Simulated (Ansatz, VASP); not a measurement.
**Two plane-wave programs on B2AsN**

File POSCAR:

```
B2AsN
1.0
    2.9584591056      0.0000000000      0.0000000000
    0.0000000000      2.9584591056      0.0000000000
    0.0000000000      0.0000000000      4.2312932272
N B As
1 2 1
Direct
    0.0000000000      0.0000000000      0.0000000000
    0.0000000000      0.5000000000      0.8013540279
    0.5000000000      0.0000000000      0.1986459721
    0.5000000000      0.5000000000      0.5000000000
```

INCAR.step1

```
PREC = Accurate ; ENCUT = 520
ISMEAR = -1 ; SIGMA = 0.02
LREAL = False ; LASPH = True
NELM = 80 ; NBANDS = 16
GGA = PE ; ALGO = Normal
EDIFF = 1E-4 ; LWAVE = True
LCHARG = False
```

Contents of INCAR.step2:

```
PREC = Accurate ; ENCUT = 520
EDIFF = 1E-7 ; ISMEAR = -1
SIGMA = 0.02 ; LREAL = False
LASPH = True ; NELM = 80
ALGO = Normal ; ISIF = 2
LWAVE = False ; LCHARG = True
METAGGA = R2SCAN ; LMIXTAU = True
LELF = True ; LVHAR = True
NBANDS = 16 ; ISTART = 1
```

Contents of KPOINTS:

```
Automatic mesh
0
Gamma
  8 8 6
```

Input for Ansatz:

```yaml
crystal:
  lattice:
    - [2.9584591056, 0.0, 0.0]
    - [0.0, 2.9584591056, 0.0]
    - [0.0, 0.0, 4.2312932272]
  atoms:
    - { symbol: "N", position: [0.0, 0.0, 0.0] }
    - { symbol: B, position: [0.0, 0.5, 0.8013540279] }
    - { symbol: As, position: [0.5, 0.5, 0.5] }
    - { symbol: B, position: [0.5, 0.0, 0.1986459721] }
kpoints:
  mp_grid: { grid: [8, 8, 6] }
hamiltonian:
  xc: r2scan
scf:
  occupations: { method: fermi_dirac, width: 0.02 }
  n_extra_bands: 5
output:
  forces: true
  stress: true
  eigenvalues: true
```

Alike in both runs: task single point; functional r2SCAN; k mesh 8 × 8 × 6; occupations fermi-dirac, width 0.02 eV; no spin polarisation.

|  | VASP | Ansatz |
| --- | --- | --- |
| version | VASP 6.6.1 | Ansatz 0.2.0 |
| potentials or method | VASP PAW PBE potentials, release 64 (N, B, As) | plane waves, PAW |
| plane-wave cutoff (eV) | 520 | 500 |
| valence electrons in the cell | 16 | 26 |

|  | VASP | Ansatz | Ansatz less VASP |
| --- | --- | --- | --- |
| pressure (GPa) | 7.8 | 6.9 | -0.90 |
| rms of the force components (eV/Å) | 0.107 | 0.075 | -0.0318 |

VASP's potentials were made for PBE, not for r2SCAN. VASP's potentials hold 16 valence electrons a cell and Ansatz's 26, so a difference there can come from the potentials and not from the codes.
